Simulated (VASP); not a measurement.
A run of VASP 6.6.1 is set up as follows.

INCAR

```
SYSTEM = Se
ALGO = Normal
EDIFF = 1E-7
ENCUT = 520
GGA = CA
ISIF = 2
ISMEAR = 1
LASPH = .TRUE.
LCHARG = .FALSE.
LREAL = .FALSE.
LWAVE = .FALSE.
NBANDS = 9
NELM = 60
PREC = Accurate
SIGMA = 0.1
```

KPOINTS

```
k-points
0
G
  12 12 12
  0 0 0
```

The input POSCAR:

```
Se
1.0
    2.7702785501      0.0000000000      0.0000000000
    0.0000000000      2.7702785501      0.0000000000
    0.0000000000      0.0000000000      2.7702785501
Se
1
Direct
    0.0000000000      0.0000000000      0.0000000000
```

Potentials or basis: VASP PAW LDA potentials, release 64 (Se).

The run is started by

```bash
$ cat potpaw_LDA.64/Se/POTCAR > POTCAR
$ mpirun -np 1 vasp_std > vasp.out
```

Task: Predict the band gap on the k mesh.

Result: Zero (band 3 reaches 8.53 eV, above the bottom of band 4 at 1.95 eV).

Task: What does it give for the pressure?

Result: 0.2 GPa.
